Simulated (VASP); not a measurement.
A run of VASP 6.6.1 is set up as follows.

Contents of INCAR:

```
PREC = Accurate
ENCUT = 520
EDIFF = 1E-6
ISMEAR = 0
SIGMA = 0.020999999999999998
LREAL = F
LASPH = T
NELM = 100
ALGO = Normal
ISIF = 2
LWAVE = F
LCHARG = F
GGA = PE
NBANDS = 17
```

Contents of KPOINTS:

```
regular mesh
0
Gamma
  8 8 8
```

POSCAR

```
PbS
1.0
    0.0000000000      2.9657500000      2.9657500000
    2.9657500000      0.0000000000      2.9657500000
    2.9657500000      2.9657500000      0.0000000000
Pb S
1 1
Direct
    0.0000000000      0.0000000000      0.0000000000
    0.5000000000      0.5000000000      0.5000000000
```

Potentials or basis: VASP PAW PBE potentials, release 64 (Pb_d, S).

Run with:

```console
$ cat potpaw_PBE.64/Pb_d/POTCAR potpaw_PBE.64/S/POTCAR > POTCAR
$ mpirun -np 1 vasp_std > vasp.out
```

Problem. What does it give for the pressure?

Solution. 2.1 GPa.

Problem. What does it give for the band gap on the k mesh?

Solution. 0.36 eV, direct.

Caveat: spin-orbit coupling is left out, which moves the levels of the heavy elements. A k mesh can miss the band edges.
